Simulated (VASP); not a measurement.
Crystal: Fe3Ge.

```
Fe Ge
1.0
     3.46748    0.00000    0.00000
     0.00000    3.46748    0.00000
     0.00000    0.00000    3.46748
Fe Ge
3 1
Direct
  0.00000 0.50000 0.50000
  0.50000 0.50000 0.00000
  0.50000 0.00000 0.50000
  0.00000 0.00000 0.00000
```

This cell differs from its parent crystal: volume scaled by 0.85.

Base run:

* Program: VASP 6.6.1
* Functional: PBEsol
* Potentials or basis: VASP PAW PBE potentials, release 64 (Fe, Ge_d)
* Cutoff: 520 eV
* k mesh: 9 × 9 × 9
* Occupations: fermi-dirac, width 0.03 eV
* Spin: no spin polarisation

Its results: pressure 10.2 GPa.

Question: The run is repeated on the same cell with these changes: spin from no spin polarisation to collinear spin, ferromagnetic start; further incar settings from ALGO = Normal; EDIFF = 1e-06; NBANDS = 27 to ALGO = Normal; EDIFF = 1e-07; NBANDS = 31. What comes out?

Answer: Pressure 24.6 GPa; net moment 5.66 μB per cell; site moments Fe +1.89; Ge -0.10 μB.

Caveats: the PAW data sets were made with another functional, which shifts forces and pressure a little.
